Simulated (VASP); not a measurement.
A run of VASP 6.6.1 is set up as follows.

Contents of INCAR:

```
SYSTEM = Bi2Se3
PREC = Accurate ; ENCUT = 520
EDIFF = 1E-6 ; ISMEAR = 0
SIGMA = 0.03 ; LREAL = .FALSE.
LASPH = .TRUE. ; NELM = 80
ALGO = Normal ; ISIF = 2
LWAVE = .FALSE. ; LCHARG = .TRUE.
GGA = PS ; LELF = .TRUE.
LVHAR = .TRUE. ; NBANDS = 32
```

KPOINTS

```
Automatic mesh
0
G
  12 12 12
  0 0 0
```

The input POSCAR:

```
Bi2Se3
1.0
    2.0998795261      1.2123660097      9.2890600279
   -2.0998795261      1.2123660097      9.2890600279
    0.0000000000     -2.4247320194      9.2890600279
Bi Se
2 3
Direct
    0.4008000000      0.4008000000      0.4008000000
    0.5992000000      0.5992000000      0.5992000000
    0.0000000000      0.0000000000      0.0000000000
    0.2117000000      0.2117000000      0.2117000000
    0.7883000000      0.7883000000      0.7883000000
```

Potentials or basis: VASP PAW PBE potentials, release 64 (Bi_d, Se).

Launch:

```console
$ cat potpaw_PBE.64/Bi_d/POTCAR potpaw_PBE.64/Se/POTCAR > POTCAR
$ mpirun -np 1 vasp_std > vasp.out
```

What does it give for the band gap on the k mesh?

0.01 eV.

Predict the largest force.

0.150 eV/Å.

What does it give for the pressure?

-0.3 GPa.

Stress tensor (GPa, compression positive):
```
-0.86  0.00  0.00
 0.00 -0.86  0.00
 0.00  0.00  0.72
```

Caveat: the PAW data sets were made with another functional, which shifts forces and pressure a little; spin-orbit coupling is left out, which moves the levels of the heavy elements. A k mesh can miss the band edges.
